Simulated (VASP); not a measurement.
Runs of VASP 6.6.1 on Ni. The structure is that of space group P6/mmm (No. 191), or close to it. The cells are those of the table. This isn't the form of Ni at room conditions, which is fcc.

```csv
cell,k mesh,gap on the mesh (eV),pressure (GPa),moment (μB)
"a = 4.123, b = 4.123, c = 2.500 Å, angles 90.0, 90.0, 120.0°, 3 atoms",10 × 10 × 14,none,(a),1.94
"a = 3.909, b = 3.909, c = 2.370 Å, angles 90.0, 90.0, 120.0°, 3 atoms",10 × 10 × 14,none,(c),1.79
"a = 4.019, b = 4.019, c = 2.436 Å, angles 90.0, 90.0, 120.0°, 3 atoms",9 × 9 × 13,none,0.1,1.94
"a = 4.019, b = 4.019, c = 2.436 Å, angles 90.0, 90.0, 120.0°, 3 atoms",10 × 10 × 14,none,0.0,1.86
"a = 3.964, b = 3.964, c = 2.403 Å, angles 90.0, 90.0, 120.0°, 3 atoms",10 × 10 × 14,none,7.8,1.82
"a = 3.851, b = 3.851, c = 2.335 Å, angles 90.0, 90.0, 120.0°, 3 atoms",10 × 10 × 14,none,(b),1.74
"a = 4.072, b = 4.072, c = 2.468 Å, angles 90.0, 90.0, 120.0°, 3 atoms",10 × 10 × 14,none,-6.1,1.90
```

Alike in all rows: task single point; level revPBE; potentials or basis VASP PAW PBE potentials, release 64 (Ni); spin collinear, ferromagnetic start; cutoff (eV) 520; smearing fermi-dirac 0.05 eV.

Q: Fill in the values left out.

A: (a) -10.9; (b) 30.1; (c) 17.5.

Caveats: the PAW data sets were made with another functional, which shifts forces and pressure a little; the cell stands under pressure (at least some runs); the cell stands under tension (at least some runs).

A gap of «none» marks levels without a gap at the run's occupations.
